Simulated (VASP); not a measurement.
Wanted: the native input for a VASP 6.6.1 run.

| Property | Result |
| --- | --- |
| Task | single point |
| Functional | LDA |
| Potentials or basis | VASP PAW LDA potentials, release 64 (Y_sv, Mg) |
| Cutoff | 600 eV |
| k mesh | 4 × 4 × 5 |
| Occupations | fermi-dirac, width 0.1 eV |
| Spin | no spin polarisation |
| Dipole correction | no |
| Further INCAR settings | ALGO = Normal; EDIFF = 1e-06; NBANDS = 45 |

The structure of Y3Mg lies in POSCAR:

```
Y3Mg
1.0
    7.0528000000      0.0000000000      0.0000000000
   -3.5264000000      6.1079039678      0.0000000000
    0.0000000000      0.0000000000      5.6641200000
Y Mg
6 2
Direct
    0.8295600000      0.1704400000      0.2500000000
    0.1704400000      0.3408800000      0.7500000000
    0.1704400000      0.8295600000      0.7500000000
    0.3408800000      0.1704400000      0.2500000000
    0.6591200000      0.8295600000      0.7500000000
    0.8295600000      0.6591200000      0.2500000000
    0.3333333333      0.6666666667      0.2500000000
    0.6666666667      0.3333333333      0.7500000000
```

These files were run (other wordings do the same):

INCAR

```
PREC = Accurate ; ENCUT = 600
EDIFF = 1E-6 ; ISMEAR = -1
SIGMA = 0.1 ; LREAL = F
LASPH = T ; NELM = 120
ALGO = Normal ; ISIF = 2
LWAVE = F ; LCHARG = F
NBANDS = 45 ; GGA_COMPAT = F
```

KPOINTS

```
Automatic mesh
0
Gamma
  4 4 5
```

Potentials or basis: VASP PAW LDA potentials, release 64 (Y_sv, Mg).

Run with:

```bash
$ cat potpaw_LDA.64/Y_sv/POTCAR potpaw_LDA.64/Mg/POTCAR > POTCAR
$ mpirun -np 1 vasp_std > vasp.out
```

It gave:

| Property | Result |
| --- | --- |
| Pressure | -3.9 GPa |
| Largest force | 0.101 eV/Å |
| Band gap on the k mesh | zero (bands 35 and 36 overlap by 0.39 eV) |

Caveat: the cell stands under tension.

Run time: 3.2 min on 1 thread of Intel(R) Xeon(R) Platinum 8259CL CPU @ 2.50GHz (Skylake/Cascade Lake), on a shared host, peak memory 0.37 GiB.
